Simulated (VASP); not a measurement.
# SnSe2 (P-3m1) in VASP: notebook, part 2 of 3

VASP 6.6.1.

## Step 3: Single point, PBEsol+D3(BJ)

This run uses another cell than the first one, of 23.91 Å³/atom, 0.894 times its volume.

INCAR reads:

```
PREC = Accurate ; ENCUT = 520
EDIFF = 1E-6 ; ISMEAR = -1
SIGMA = 0.05 ; LREAL = False
LASPH = True ; NELM = 80
ALGO = Normal ; ISIF = 2
LWAVE = False ; LCHARG = False
GGA = PS ; IVDW = 12
NBANDS = 20
```

KPOINTS reads:

```
regular mesh
0
Gamma
  8 8 5
```

POSCAR reads:

```
SnSe2
1.0
    3.7926127714      0.0000000000      0.0000000000
   -1.8963063857      3.2844990067      0.0000000000
    0.0000000000      0.0000000000      5.7588169812
Sn Se
1 2
Direct
    0.0000000000      0.0000000000      0.0000000000
    0.6666666667      0.3333333333      0.7248151468
    0.3333333333      0.6666666667      0.2751848532
```

Potentials or basis: VASP PAW PBE potentials, release 64 (Sn_d, Se).

Launch:

```console
cat potpaw_PBE.64/Sn_d/POTCAR potpaw_PBE.64/Se/POTCAR > POTCAR
mpirun -np 1 vasp_std > vasp.out
```

OUTCAR:

```text
PREC = Accurate
   ENCUT = 520
   EDIFF = 1E-6
   ISMEAR = -1
   LREAL = False
   LASPH = True
   NELM = 80
   ISIF = 2
   GGA = PS
   IVDW = 12
 IVDW          = 12

 ion  position               nearest neighbor table
   1  0.000  0.000  0.000-   2 2.70   3 2.70   3 2.70   2 2.70   2 2.70   3 2.70
   2  0.667  0.333  0.725-   1 2.70   1 2.70   1 2.70
   3  0.333  0.667  0.275-   1 2.70   1 2.70   1 2.70

  LATTYP: Found a hexagonal cell.
 ALAT       =     3.7926127714
 C/A-ratio  =     1.5184299923

  Lattice vectors:

 A1 = (   3.7926127714,   0.0000000000,   0.0000000000)
 A2 = (  -1.8963063857,   3.2844990067,   0.0000000000)
 A3 = (   0.0000000000,   0.0000000000,   5.7588169812)

Analysis of symmetry for initial positions (statically):
=====================================================================
 Subroutine PRICEL returns:
 Original cell was already a primitive cell.

 Routine SETGRP: Setting up the symmetry group for a
 hexagonal supercell.

 Subroutine GETGRP returns: Found 12 space group operations
 (whereof 12 operations were pure point group operations)
 out of a pool of 24 trial point group operations.

The static configuration has the point symmetry D_3d.

Analysis of symmetry for dynamics (positions and initial velocities):
=====================================================================
 Subroutine PRICEL returns:
 Original cell was already a primitive cell.

 Routine SETGRP: Setting up the symmetry group for a
 hexagonal supercell.

 Subroutine GETGRP returns: Found 12 space group operations
 (whereof 12 operations were pure point group operations)
 out of a pool of 24 trial point group operations.

The dynamic configuration has the point symmetry D_3d.

 Subroutine INISYM returns: Found 12 space group operations
[... 112 lines left out ...]
   EMIN   =  10.00;   EMAX   =-10.00  energy-range for DOS
   EFERMI =   0.00;   METHOD = LEGACY
   ISMEAR =    -1;   SIGMA  =   0.05  broadening in eV -4-tet -1-fermi 0-gaus
   EFERMI_NEDOS =   21; number of points for ismear=-14 and -15
   IALGO  =     38    algorithm
   IMIX   =      4    mixing-type and parameters
     AMIX     =   0.40;   BMIX     =  1.00
     AMIX_MAG =   1.60;   BMIX_MAG =  1.00
  volume/ion in A,a.u.               =      23.91       161.37
  Fermi-wavevector in a.u.,A,eV,Ry     =   1.167219  2.205724 18.536577  1.362400
  Thomas-Fermi vector in A             =   2.303722
   LORBIT       =      0    0 simple, 1 ext, 2 COOP (PROOUT), +10 PAW based schemes
   GGA     = PS    functional components
   LHFCALC =     F    Hartree Fock is set to
   AEXX    =    0.0000 exact exchange contribution
   IVDW    =    12    specifies the selected vdW correction
   LEPSILON=     F    determine dielectric tensor
   LRPA    =     F    only Hartree local field effects (RPA)
 non-spin polarized calculation
  energy-cutoff  :      520.00
  volume of cell :       71.74
 maximum number of plane-waves:      1949
   NGX = 15   NGY = 15   NGZ = 21

 number of electron      26.0000000 magnetization

 Free energy of the ion-electron system (eV)
  ---------------------------------------------------
  ext. energy  EPLUGINS =         0.00000000
  ---------------------------------------------------
  free energy    TOTEN  =       -12.94161243 eV

  energy without entropy =      -12.94003994  energy(sigma->0) =      -12.94082618

 E-fermi :   5.3571     XC(G=0): -10.0935

 val. band max:        5.2543479127   @ k =   0.1250   0.0000   0.0000
 cond. band min:       5.4571171854   @ k =   0.0000   0.3750   0.4000
 fundamental gap:      0.2027692727
 Fermi energy:         5.3571422394

 k-point     1 :       0.0000    0.0000    0.0000
  band No.  band energies     occupation
      1     -16.2671      2.00000
      2     -16.2671      2.00000
      3     -16.2286      2.00000
      4     -16.2138      2.00000
      5     -16.2138      2.00000
      6      -9.2558      2.00000
[... 541 lines left out ...]
     19      12.1776      0.00000
     20      15.1361      0.00000

 [... further k-points ...]

------------------------ aborting loop because EDIFF is reached ----------------------------------------

 Edisp (eV)   -1.06442

 E8    (eV) :    -0.7014

  FORCE on cell =-STRESS in cart. coord.  units (eV):
  Direction    XX          YY          ZZ          XY          YZ          ZX
  --------------------------------------------------------------------------------------
  -------------------------------------------------------------------------------------
  Total       0.05873     0.05873     0.05369     0.00000     0.00000    -0.00000
  in kB       1.31167     1.31167     1.19904     0.00000     0.00000    -0.00000
  external pressure =        1.27 kB  Pullay stress =        0.00 kB

 VOLUME and BASIS-vectors are now :
 -----------------------------------------------------------------------------
  energy-cutoff  :      520.00
  volume of cell :       71.74
      direct lattice vectors                 reciprocal lattice vectors
     3.792612771  0.000000000  0.000000000     0.263670472  0.152230218  0.000000000
    -1.896306386  3.284499007  0.000000000     0.000000000  0.304460436  0.000000000
     0.000000000  0.000000000  5.758816981     0.000000000  0.000000000  0.173646776

 POSITION                                       TOTAL-FORCE (eV/Angst)
 -----------------------------------------------------------------------------------
      0.00000      0.00000      0.00000        -0.000000      0.000000      0.000000
      1.89631      1.09483      4.17408         0.000000     -0.000000     -0.021559
     -0.00000      2.18967      1.58474        -0.000000      0.000000      0.021559
 -----------------------------------------------------------------------------------
    total drift:                               -0.000000     -0.000000     -0.000000

  FREE ENERGIE OF THE ION-ELECTRON SYSTEM (eV)
  ---------------------------------------------------
  free  energy   TOTEN  =       -14.0060307422 eV

  energy  without entropy=      -14.0044582497  energy(sigma->0) =      -14.00524450
```

OSZICAR:

```text
N       E                     dE             d eps       ncg     rms          rms(c)
DAV:   1     0.203330973476E+03    0.20333E+03   -0.12192E+04  1640   0.152E+03
DAV:   2     0.105814199365E+02   -0.19275E+03   -0.18561E+03  1684   0.395E+02
DAV:   3    -0.123635194165E+02   -0.22945E+02   -0.22374E+02  1992   0.114E+02
DAV:   4    -0.131718909353E+02   -0.80837E+00   -0.80618E+00  1848   0.217E+01
DAV:   5    -0.131907423462E+02   -0.18851E-01   -0.18848E-01  2208   0.361E+00    0.521E+00
DAV:   6    -0.129683820851E+02    0.22236E+00   -0.42671E-01  2376   0.731E+00    0.330E+00
DAV:   7    -0.129433123505E+02    0.25070E-01   -0.13228E-01  1940   0.250E+00    0.928E-01
DAV:   8    -0.129415967394E+02    0.17156E-02   -0.10185E-02  2036   0.963E-01    0.266E-01
DAV:   9    -0.129416051867E+02   -0.84473E-05   -0.11414E-03  1808   0.237E-01    0.773E-02
DAV:  10    -0.129416026556E+02    0.25312E-05   -0.87486E-05  1940   0.582E-02    0.269E-02
DAV:  11    -0.129416121848E+02   -0.95292E-05   -0.17942E-05  1792   0.252E-02    0.586E-03
DAV:  12    -0.129416124309E+02   -0.24613E-06   -0.77306E-07  1248   0.600E-03
   1 F= -.14006031E+02 E0= -.14005244E+02  d E =-.157249E-02
```

stdout:

```text
POSCAR found type information on POSCAR SnSe
 POSCAR found :  2 types and       3 ions
 scaLAPACK will be used
 -----------------------------------------------------------------------------
|                                                                             |
|                                                                             |
|     You enforced a specific xc type in the INCAR file but a different       |
|     I HOPE YOU KNOW WHAT YOU ARE DOING!                                     |
|                                                                             |
 -----------------------------------------------------------------------------

 LDA part: xc-table for (Slater+PW92), standard interpolation
 POSCAR, INCAR and KPOINTS ok, starting setup
 FFT: planning ... GRIDC
 FFT: planning ... GRID_SOFT
 FFT: planning ... GRID
 WAVECAR not read
 entering main loop
```

Wall time 21 s (1 thread of Intel Xeon 6975P-C (Granite Rapids), shared host); peak memory 0.22 GiB.

Results:

- Free energy: -14.0060 eV
- Pressure: 0.1 GPa
- Largest force: 0.022 eV/Å
- Band gap on the k mesh: 0.20 eV, indirect (least direct gap 0.69 eV)
- Dispersion energy per atom: -0.355 eV

Forces on the atoms (eV/Å):
```
Sn   0.000  0.000  0.000
Se   0.000  0.000 -0.022
Se   0.000  0.000  0.022
```

Levels at points of the mesh, in eV from the valence-band top:
| k point | band 11 | band 12 | band 13 | band 14 | band 15 | band 16 |
| --- | --- | --- | --- | --- | --- | --- |
| (0.00, 0.00, 0.00) | -0.86 | -0.86 | -0.13 | 0.56 | 2.69 | 4.37 |
| (0.50, 0.00, 0.00) | -3.09 | -2.27 | -0.50 | 1.10 | 3.21 | 4.44 |

Caveat: the PAW data sets were made with another functional, which shifts forces and pressure a little; spin-orbit coupling is left out, which moves the levels of the heavy elements. A k mesh can miss the band edges.

## Step 4: Single point, PBEsol+D4

This run uses another cell than the first one, of 24.46 Å³/atom, 0.914 times its volume.

INCAR reads:

```
ALGO = Normal ; EDIFF = 1E-6
ENCUT = 520 ; GGA = PS
ISIF = 2 ; ISMEAR = -1
IVDW = 13 ; LASPH = True
LCHARG = False ; LREAL = False
LWAVE = False ; NBANDS = 20
NELM = 80 ; PREC = Accurate
SIGMA = 0.05
```

KPOINTS reads:

```
k-points
0
Gamma
  8 8 5
```

POSCAR reads:

```
SnSe2
1.0
    3.8017861309      0.0000000000      0.0000000000
   -1.9008930654      3.2924433691      0.0000000000
    0.0000000000      0.0000000000      5.8626112772
Sn Se
1 2
Direct
    0.0000000000      0.0000000000      0.0000000000
    0.6666666667      0.3333333333      0.7296062405
    0.3333333333      0.6666666667      0.2703937595
```

Launch:

```console
cat potpaw_PBE.64/Sn_d/POTCAR potpaw_PBE.64/Se/POTCAR > POTCAR
mpirun -np 1 vasp_std > vasp.out
```

Run time: 22 s. Hardware: 1 thread of Intel Xeon 6975P-C (Granite Rapids), shared host; peak memory 0.22 GiB.

Results (log left out):

```yaml
Free_energy: -13.6788 eV
Pressure: 0.1 GPa
Largest_force: 0.024 eV/Å
Band_gap_on_the_k_mesh: 0.34 eV, indirect (least direct gap 0.75 eV)
Dispersion_energy_per_atom: -0.239 eV
```

Forces on the atoms (eV/Å):
```
Sn   0.000  0.000  0.000
Se   0.000  0.000 -0.024
Se   0.000  0.000  0.024
```

Levels at points of the mesh, in eV from the valence-band top:
| k point | band 11 | band 12 | band 13 | band 14 | band 15 | band 16 |
| --- | --- | --- | --- | --- | --- | --- |
| (0.00, 0.00, 0.00) | -0.70 | -0.70 | -0.11 | 0.64 | 2.77 | 4.43 |
| (0.50, 0.00, 0.00) | -2.91 | -2.01 | -0.43 | 1.11 | 3.32 | 4.66 |

Caveat: the PAW data sets were made with another functional, which shifts forces and pressure a little; spin-orbit coupling is left out, which moves the levels of the heavy elements. A k mesh can miss the band edges.

[end of part 2 of 3]
